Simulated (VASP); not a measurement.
# ZnSe (F-43m) in VASP: single point with PBE

Aim: the single point of ZnSe with PBE.

Program: VASP 6.6.1. These are calculated values, not measurements. Logs are shortened: lines on timing, memory, paths and dates and some standing lists are left out, and cuts for length are marked.

## 1. The cell of the first run

The structure is cubic, space group F-43m (No. 216). The conventional cell has a = 5.732 Å, b = 5.732 Å, c = 5.732 Å, α = 90.00°, β = 90.00°, γ = 90.00°. Zn (site symmetry -43m) has 4 Se at 2.48 Å within 3.3 Å. Within 3.3 Å of Se (site symmetry -43m) lie 4 Zn at 2.48 Å.

## 2. Single point, PBE

INCAR reads:

```
PREC = Accurate
ENCUT = 520
EDIFF = 1E-6
ISMEAR = 0
SIGMA = 0.01
LREAL = Auto
LASPH = True
NELM = 100
ALGO = Normal
ISIF = 2
LWAVE = False
LCHARG = True
GGA = PE
LELF = True
LVHAR = True
NBANDS = 86
```

KPOINTS reads:

```
Automatic mesh
0
Gamma
  2 2 2
```

POSCAR reads:

```
ZnSe
1.0
    0.0000000000      5.7317610682     -5.7317610682
    5.7317610682      5.7317610682      0.0000000000
    5.7317610682      0.0000000000     -5.7317610682
Zn Se
8 8
Direct
    0.5000000000      0.5000000000      0.0000000000
    0.5000000000      0.0000000000      0.0000000000
    1.0000000000      0.5000000000      0.0000000000
    1.0000000000      0.0000000000      0.0000000000
    0.5000000000      0.5000000000      0.5000000000
    0.5000000000      0.0000000000      0.5000000000
    1.0000000000      0.5000000000      0.5000000000
    1.0000000000      0.0000000000      0.5000000000
    0.3750000000      0.3750000000      0.3750000000
    0.3750000000      0.8750000000      0.3750000000
    0.8750000000      0.3750000000      0.3750000000
    0.8750000000      0.8750000000      0.3750000000
    0.3750000000      0.3750000000      0.8750000000
    0.3750000000      0.8750000000      0.8750000000
    0.8750000000      0.3750000000      0.8750000000
    0.8750000000      0.8750000000      0.8750000000
```

Potentials or basis: VASP PAW PBE potentials, release 64 (Zn, Se).

On the command line:

```bash
cat potpaw_PBE.64/Zn/POTCAR potpaw_PBE.64/Se/POTCAR > POTCAR
mpirun -np 1 vasp_std > vasp.out
```

OUTCAR:

```text
PREC = Accurate
   ENCUT = 520
   EDIFF = 1E-6
   ISMEAR = 0
   LREAL = Auto
   LASPH = True
   NELM = 100
   ISIF = 2
   GGA = PE

 ion  position               nearest neighbor table
   1  0.500  0.500  0.000-   9 2.48  13 2.48  14 2.48  15 2.48
   2  0.500  0.000  0.000-  10 2.48  13 2.48  14 2.48  16 2.48
   3  0.000  0.500  0.000-  11 2.48  13 2.48  15 2.48  16 2.48
   4  0.000  0.000  0.000-  12 2.48  14 2.48  15 2.48  16 2.48
   5  0.500  0.500  0.500-   9 2.48  10 2.48  11 2.48  13 2.48
   6  0.500  0.000  0.500-   9 2.48  10 2.48  12 2.48  14 2.48
[... 8 lines left out ...]
  15  0.875  0.375  0.875-   1 2.48   3 2.48   4 2.48   7 2.48
  16  0.875  0.875  0.875-   2 2.48   3 2.48   4 2.48   8 2.48
[... 6 lines left out ...]
 A1 = (   0.0000000000,   5.7317610682,  -5.7317610682)
 A2 = (   5.7317610682,   5.7317610682,   0.0000000000)
 A3 = (   5.7317610682,   0.0000000000,  -5.7317610682)

Analysis of symmetry for initial positions (statically):
=====================================================================
 Subroutine PRICEL returns following result:

  LATTYP: Found a face centered cubic cell.
 ALAT       =     5.7317610682

  Lattice vectors:

 A1 = (   0.0000000000,   2.8658805341,  -2.8658805341)
 A2 = (   2.8658805341,   2.8658805341,   0.0000000000)
 A3 = (   2.8658805341,   0.0000000000,  -2.8658805341)

   8 primitive cells build up your supercell.

 Routine SETGRP: Setting up the symmetry group for a
 face centered cubic supercell.

 Subroutine GETGRP returns: Found 24 space group operations
 (whereof 24 operations were pure point group operations)
 out of a pool of 48 trial point group operations.

The static configuration has the point symmetry T_d .

Analysis of symmetry for dynamics (positions and initial velocities):
=====================================================================
 Subroutine PRICEL returns following result:

  LATTYP: Found a face centered cubic cell.
 ALAT       =     5.7317610682

  Lattice vectors:

 A1 = (   0.0000000000,   2.8658805341,  -2.8658805341)
 A2 = (   2.8658805341,   2.8658805341,   0.0000000000)
 A3 = (   2.8658805341,   0.0000000000,  -2.8658805341)

   8 primitive cells build up your supercell.

 Routine SETGRP: Setting up the symmetry group for a
 face centered cubic supercell.

[... 82 lines left out ...]
   EDIFF  = 0.1E-05   stopping-criterion for ELM
   LREAL  =      T    real-space projection
   EDIFFG = 0.1E-04   stopping-criterion for IOM
   NSW    =      0    number of steps for IOM
   IBRION =     -1    ionic relax: 0-MD 1-quasi-New 2-CG
   NFREE  =      0    steps in history (QN), initial steepest desc. (CG)
   ISIF   =      2    stress and relaxation
   ISYM   =      2    0-nonsym 1-usesym 2-fastsym
   POTIM  = 0.5000    time-step for ionic-motion
   TEBEG  =    0.0;   TEEND  =   0.0 temperature during run
   PSTRESS=    0.0 pullay stress
   NELECT =     144.0000    total number of electrons
   NUPDOWN=      -1.0000    fix difference up-down
   EMIN   =  10.00;   EMAX   =-10.00  energy-range for DOS
   EFERMI =   0.00;   METHOD = LEGACY
   ISMEAR =     0;   SIGMA  =   0.01  broadening in eV -4-tet -1-fermi 0-gaus
   EFERMI_NEDOS =   21; number of points for ismear=-14 and -15
   IALGO  =     38    algorithm
   IMIX   =      4    mixing-type and parameters
     AMIX     =   0.40;   BMIX     =  1.00
     AMIX_MAG =   1.60;   BMIX_MAG =  1.00
  volume/ion in A,a.u.               =      23.54       158.84
  Fermi-wavevector in a.u.,A,eV,Ry     =   1.188222  2.245414 19.209678  1.411871
  Thomas-Fermi vector in A             =   2.324356
   LORBIT       =      0    0 simple, 1 ext, 2 COOP (PROOUT), +10 PAW based schemes
   GGA     = PE    functional components
   LHFCALC =     F    Hartree Fock is set to
   AEXX    =    0.0000 exact exchange contribution
   IVDW    =     0    specifies the selected vdW correction
   LEPSILON=     F    determine dielectric tensor
   LRPA    =     F    only Hartree local field effects (RPA)
 non-spin polarized calculation
 Gauss-broadening in eV      SIGMA  =   0.01
  energy-cutoff  :      520.00
  volume of cell :      376.61
 maximum number of plane-waves:     10190
   NGX = 31   NGY = 31   NGZ = 31

 number of electron     144.0000140 magnetization

 Free energy of the ion-electron system (eV)
  ---------------------------------------------------
  ext. energy  EPLUGINS =         0.00000000
  ---------------------------------------------------
  free energy    TOTEN  =       -47.75759876 eV

  energy without entropy =      -47.75759876  energy(sigma->0) =      -47.75759876

 E-fermi :   1.4295     XC(G=0):  -9.1540

 val. band max:        1.3598701376   @ k =   0.0000   0.0000   0.0000
 cond. band min:       2.5022289052   @ k =   0.0000   0.0000   0.0000
 fundamental gap:      1.1423587676
 Fermi energy:         1.4294627115

 k-point     1 :       0.0000    0.0000    0.0000
  band No.  band energies     occupation
      1     -11.6839      2.00000
      2     -10.9478      2.00000
      3     -10.9478      2.00000
      4     -10.9478      2.00000
      5     -10.9478      2.00000
      6     -10.6985      2.00000
[... 250 lines left out ...]
     83       6.8306      0.00000
     84       6.8306      0.00000
 [bands above 84 left out]

------------------------ aborting loop because EDIFF is reached ----------------------------------------

  FORCE on cell =-STRESS in cart. coord.  units (eV):
  Direction    XX          YY          ZZ          XY          YZ          ZX
  --------------------------------------------------------------------------------------
  -------------------------------------------------------------------------------------
  Total        1.2217442      1.2217442      1.2217442     -0.0000000     -0.0000000      0.0000000
  in kB        5.1975254      5.1975254      5.1975254     -0.0000000     -0.0000000      0.0000000
  external PRESSURE =       5.1975254 kB  Pullay stress =       0.0000000 kB

 VOLUME and BASIS-vectors are now :
 -----------------------------------------------------------------------------
  energy-cutoff  :      520.00
  volume of cell :      376.61
      direct lattice vectors                 reciprocal lattice vectors
     0.000000000  5.731761068 -5.731761068    -0.087233224  0.087233224 -0.087233224
     5.731761068  5.731761068  0.000000000     0.087233224  0.087233224  0.087233224
     5.731761068  0.000000000 -5.731761068     0.087233224 -0.087233224 -0.087233224

 POSITION                                       TOTAL-FORCE (eV/Angst)
 -----------------------------------------------------------------------------------
      2.86588      5.73176     -2.86588        -0.000000     -0.000000      0.000000
      0.00000      2.86588     -2.86588         0.000000     -0.000000      0.000000
      2.86588      2.86588      0.00000        -0.000000     -0.000000      0.000000
      0.00000      0.00000      0.00000         0.000000     -0.000000      0.000000
      5.73176      5.73176     -5.73176        -0.000000     -0.000000      0.000000
      2.86588      2.86588     -5.73176        -0.000000     -0.000000     -0.000000
[... 8 lines left out ...]
      7.16470      7.16470    -10.03058         0.000000      0.000000     -0.000000
     10.03058     10.03058    -10.03058         0.000000      0.000000     -0.000000
 -----------------------------------------------------------------------------------
    total drift:                                0.000009      0.000012     -0.000009

  FREE ENERGIE OF THE ION-ELECTRON SYSTEM (eV)
  ---------------------------------------------------
  free  energy   TOTEN  =       -47.7575987645 eV

  energy  without entropy=      -47.7575987645  energy(sigma->0) =      -47.75759876
```

OSZICAR:

```text
N       E                     dE             d eps       ncg     rms          rms(c)
DAV:   1     0.123501133287E+04    0.12350E+04   -0.63320E+04   516   0.189E+03
DAV:   2     0.151959035388E+03   -0.10831E+04   -0.10412E+04   516   0.459E+02
DAV:   3    -0.380883246375E+02   -0.19005E+03   -0.18378E+03   576   0.169E+02
DAV:   4    -0.500141025363E+02   -0.11926E+02   -0.11852E+02   578   0.404E+01
DAV:   5    -0.502041931392E+02   -0.19009E+00   -0.18952E+00   576   0.493E+00    0.127E+01
DAV:   6    -0.477850111398E+02    0.24192E+01   -0.57646E+00   706   0.337E+01    0.987E+00
DAV:   7    -0.477616058121E+02    0.23405E-01   -0.44687E+00   584   0.632E+00    0.372E+00
DAV:   8    -0.477541063778E+02    0.74994E-02   -0.22953E-01   634   0.385E+00    0.128E+00
DAV:   9    -0.477564586519E+02   -0.23523E-02   -0.45353E-02   608   0.221E+00    0.242E-01
DAV:  10    -0.477567687395E+02   -0.31009E-03   -0.51960E-03   580   0.597E-01    0.145E-01
DAV:  11    -0.477575884701E+02   -0.81973E-03   -0.20270E-03   568   0.164E-01    0.494E-02
DAV:  12    -0.477575872281E+02    0.12420E-05   -0.37046E-04   628   0.194E-01    0.194E-02
DAV:  13    -0.477576022444E+02   -0.15016E-04   -0.75200E-05   570   0.471E-02    0.103E-02
DAV:  14    -0.477575978062E+02    0.44382E-05   -0.13537E-05   578   0.232E-02    0.381E-03
DAV:  15    -0.477575987645E+02   -0.95826E-06   -0.54086E-06   472   0.886E-03
   1 F= -.47757599E+02 E0= -.47757599E+02  d E =-.195826E-23
```

Run time: 1.7 min. Hardware: 1 thread of Intel Xeon 6975P-C (Granite Rapids), shared host; peak memory 0.49 GiB.

What came out:

```
Free energy            : -47.7576 eV
Pressure               : 0.5 GPa
Band gap on the k mesh : 1.14 eV
```

Caveat: the k points lie up to 0.47 Å⁻¹ apart.
